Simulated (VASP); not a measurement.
Al, 1 atom in the cell. The structure is tetragonal, space group I4/mmm (No. 139). The conventional cell has a = 2.934 Å, b = 2.934 Å, c = 3.947 Å, α = 90.00°, β = 90.00°, γ = 90.00°. Al (site symmetry 4/mmm) has 12 Al at 2.86 to 2.93 Å within 3.8 Å.  This cell differs from its parent crystal: strain +0.025 along x and y, -0.025 along z.

* Program: VASP 6.6.1
* Task: single point
* Functional: PBEsol
* Potentials or basis: VASP PAW PBE potentials, release 64 (Al)
* Cutoff: 520 eV
* k mesh: 20 × 20 × 20
* Occupations: gaussian, width 0.15 eV
* Spin: no spin polarisation
* Dipole correction: no
* Further INCAR settings: ALGO = Normal; EDIFF = 1e-06; NBANDS = 8

Potentials or basis: VASP PAW PBE potentials, release 64 (Al).

The run is started by

```bash
$ cat potpaw_PBE.64/Al/POTCAR > POTCAR
$ mpirun -np 1 vasp_std > vasp.out
```

Hardware: 1 thread of Intel(R) Xeon(R) 6975P-C (Granite Rapids), on a shared host.

Task: How long does it take, and how much memory?

Result: Wall time 22 s on 1 thread of Intel(R) Xeon(R) 6975P-C (Granite Rapids) (shared host), peak memory 0.19 GiB. Counts: scf iterations 9, k points 641.
